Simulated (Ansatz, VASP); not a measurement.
## Two plane-wave programs on Os

The input INCAR:

```
SYSTEM = Os
ALGO = Normal ; EDIFF = 1E-7
EDIFFG = -0.01 ; ENCUT = 600
GGA = CA ; IBRION = 2
ISIF = 3 ; ISMEAR = -1
LASPH = .TRUE. ; LCHARG = .FALSE.
LREAL = .FALSE. ; LWAVE = .FALSE.
NELM = 80 ; NSW = 80
PREC = Accurate ; SIGMA = 0.1
```

The input KPOINTS:

```
k-points
0
G
  9 9 12
  0 0 0
```

The input POSCAR:

```
Os
1.0
    4.2920416892      0.0000000000      0.0000000000
   -2.1460208446      3.7170171370      0.0000000000
    0.0000000000      0.0000000000      2.6310215555
Os
3
Direct
    0.0000000000      0.0000000000      0.0000000000
    0.3333333333      0.6666666667      0.5000000000
    0.6666666667      0.3333333333      0.5000000000
```

Input for Ansatz:

```yaml
crystal:
  lattice:
    - [4.2920416892, 0.0, 0.0]
    - [-2.1460208446, 3.717017137, 0.0]
    - [0.0, 0.0, 2.6310215555]
  atoms:
    - { symbol: Os, position: [0.0, 0.0, 0.0] }
    - { symbol: Os, position: [0.3333333333, 0.6666666667, 0.5] }
    - { symbol: Os, position: [0.6666666667, 0.3333333333, 0.5] }
hamiltonian:
  xc: lda
  pseudopotentials:
    kind: paw
    azcp:
      Os: "pseudopotentials/Os.paw.azcp"
basis:
  ecutwfc: 420
  fft_grid_basis: typed
kpoints:
  mp_grid: { grid: [9, 9, 12], shift: [0, 0, 0] }
magnetization:
  spin_polarized: false
scf:
  occupations: { method: fermi_dirac, width: 0.1 }
relax:
  max_steps: 60
  f_tol: 0.01
  cell: {}
output:
  write_density: true
  write_potential: true
  elf: true
  volumetric_format: npy
```

Alike in both runs: task relaxation of cell and atoms; functional LDA; k mesh 9 × 9 × 12; occupations fermi-dirac, width 0.1 eV; no spin polarisation.

|  | VASP | Ansatz |
| --- | --- | --- |
| version | VASP 6.6.1 | Ansatz 0.2.0 |
| potentials or method | VASP PAW LDA potentials, release 64 (Os), cutoff 600 eV | plane waves (420 eV) with PAW, scalar-relativistic |
| valence electrons in the cell | 24 | 48 |

|  | VASP | Ansatz | Ansatz less VASP |
| --- | --- | --- | --- |
| relaxed volume (Å³/atom) | 14.11 | 14.07 | -0.032 |
| relaxed length of the cell vector where the two differ most in proportion (Å) | 2.682 | 2.679 | -0.0032 |

Ansatz warns that its potentials were made for another functional, while VASP's fit it. LDA's correlation is that of Perdew and Zunger in VASP and of Perdew and Wang (1992) in Ansatz. VASP's potentials hold 24 valence electrons a cell and Ansatz's 48, so a difference there can come from the potentials and not from the codes.

Neither program's run includes spin-orbit coupling.
